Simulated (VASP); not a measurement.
Wanted: the native input for a VASP 6.6.1 run.

| Quantity | Value |
| --- | --- |
| Task | single point |
| Functional | PBE |
| Potentials or basis | VASP PAW PBE potentials, release 64 (H, Mo_sv) |
| Cutoff | 520 eV |
| k mesh | 12 × 12 × 8 |
| Occupations | gaussian, width 0.02 eV |
| Spin | no spin polarisation |
| Dipole correction | no |
| Further INCAR settings | ALGO = Normal; EDIFF = 1e-06; NBANDS = 19 |

The structure of MoH6 lies in POSCAR:

```
MoH6
1.0
    2.2186870773     -2.2006172852     -0.0011964338
    2.2186870773      2.2006172852     -0.0011964338
   -1.3473380666      0.0000000000      5.6415080321
H Mo
6 1
Direct
    0.8811943406      0.3795103048      0.7560371397
    0.3795103048      0.8811943406      0.7560371397
    0.9465615916      0.9465615916      0.2410630762
    0.5383188715      0.5383188715      0.9930304077
    0.4849492675      0.0641082416      0.1201341429
    0.0641082416      0.4849492675      0.1201341429
    0.8995493524      0.8995493524      0.9464992511
```

The cell was generated, and may not be a known phase.

One way to write it, as run:

INCAR

```
SYSTEM = MoH6
PREC = Accurate ; ENCUT = 520
EDIFF = 1E-6 ; ISMEAR = 0
SIGMA = 0.02 ; LREAL = .FALSE.
LASPH = .TRUE. ; NELM = 60
ALGO = Normal ; ISIF = 2
LWAVE = .FALSE. ; LCHARG = .TRUE.
GGA = PE ; LELF = .TRUE.
LVHAR = .TRUE. ; NBANDS = 19
```

KPOINTS

```
Automatic mesh
0
G
  12 12 8
  0 0 0
```

Potentials or basis: VASP PAW PBE potentials, release 64 (H, Mo_sv).

The run is started by

```sh
$ cat potpaw_PBE.64/H/POTCAR potpaw_PBE.64/Mo_sv/POTCAR > POTCAR
$ mpirun -np 1 vasp_std > vasp.out
```

It gave:

```yaml
Pressure: 0.0 GPa
Largest_force: 0.023 eV/Å
Band_gap_on_the_k_mesh: 0.16 eV (least direct gap 0.32 eV)
```

Wall time 100 s on 1 thread of Intel(R) Xeon(R) 6975P-C (Granite Rapids), on a shared host, peak memory 0.4 GiB.
